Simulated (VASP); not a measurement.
Input of a VASP 6.6.1 run:

The input INCAR:

```
SYSTEM = Ta
ALGO = Normal
EDIFF = 1E-6
ENCUT = 520
GGA = PS
ISIF = 2
ISMEAR = -1
LASPH = .TRUE.
LCHARG = .FALSE.
LREAL = .FALSE.
LWAVE = .FALSE.
NBANDS = 12
NELM = 60
PREC = Accurate
SIGMA = 0.05
```

The input KPOINTS:

```
k-points
0
G
  11 11 11
  0 0 0
```

POSCAR

```
Ta
1.0
   -1.6393144517      1.6393144517      1.6393144517
    1.6393144517     -1.6393144517      1.6393144517
    1.6393144517      1.6393144517     -1.6393144517
Ta
1
Direct
    0.0000000000      0.0000000000      0.0000000000
```

Potentials or basis: VASP PAW PBE potentials, release 64 (Ta_pv).

Run with:

```sh
$ cat potpaw_PBE.64/Ta_pv/POTCAR > POTCAR
$ mpirun -np 1 vasp_std > vasp.out
```

Task: What does it give for the pressure?

Result: 0.3 GPa.

Caveat: the PAW data sets were made with another functional, which shifts forces and pressure a little.
